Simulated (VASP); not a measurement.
Write the native input for VASP 6.6.1 that does the following.

```yaml
Task: single point
Functional: PBE0
Potentials_or_basis: VASP PAW PBE potentials, release 64 (Sr_sv, Cl)
Cutoff: 520 eV
k_mesh: 4 × 4 × 4
Occupations: gaussian, width 0.01 eV
Spin: no spin polarisation
Dipole_correction: no
Grid_for_exact_exchange_PRECFOCK: Normal
Further_INCAR_settings: ALGO = Normal; EDIFF = 1e-07; NBANDS = 19
Share_of_exact_exchange: 0.25
```

Crystal: SrCl2.

```
Sr Cl
1.0
     0.00000    3.49765    3.49765
     3.49765    0.00000    3.49765
     3.49765    3.49765    0.00000
Sr Cl
1 2
Direct
  0.00000 0.00000 0.00000
  0.25000 0.25000 0.25000
  0.75000 0.75000 0.75000
```

These files were run (other wordings do the same):

POSCAR

```
SrCl2
1.0
    0.0000000000      3.4976509415      3.4976509415
    3.4976509415      0.0000000000      3.4976509415
    3.4976509415      3.4976509415      0.0000000000
Sr Cl
1 2
Direct
    0.0000000000      0.0000000000      0.0000000000
    0.2500000000      0.2500000000      0.2500000000
    0.7500000000      0.7500000000      0.7500000000
```

INCAR.step1

```
PREC = Accurate ; ENCUT = 520
EDIFF = 1E-5 ; ISMEAR = 0
SIGMA = 0.01 ; LREAL = F
LASPH = T ; NELM = 100
ALGO = Normal ; ISIF = 2
LWAVE = T ; LCHARG = F
GGA = PE ; NBANDS = 19
```

INCAR.step2

```
PREC = Accurate ; ENCUT = 520
EDIFF = 1E-7 ; ISMEAR = 0
SIGMA = 0.01 ; LREAL = F
LASPH = T ; NELM = 100
ALGO = Normal ; ISIF = 2
LWAVE = F ; LCHARG = F
GGA = PE ; LHFCALC = T
AEXX = 0.25 ; PRECFOCK = Normal
ISTART = 1 ; NBANDS = 19
```

KPOINTS

```
regular mesh
0
Gamma
  4 4 4
```

Potentials or basis: VASP PAW PBE potentials, release 64 (Sr_sv, Cl).

The run is started by

```sh
$ cat potpaw_PBE.64/Sr_sv/POTCAR potpaw_PBE.64/Cl/POTCAR > POTCAR
$ cp INCAR.step1 INCAR
$ mpirun -np 1 vasp_std > vasp.out
$ cp INCAR.step2 INCAR
$ mpirun -np 1 vasp_std > vasp.out
```

Results of the run:

| Property | Result |
| --- | --- |
| Pressure | 0.1 GPa |
| Band gap on the k mesh | 7.32 eV (least direct gap 7.58 eV) |

Caveat: the PAW data sets were made with another functional, which shifts forces and pressure a little.

Wall time 12 min on 1 thread of Intel(R) Xeon(R) Platinum 8488C (Sapphire Rapids), with other jobs on the host, peak memory 0.25 GiB.
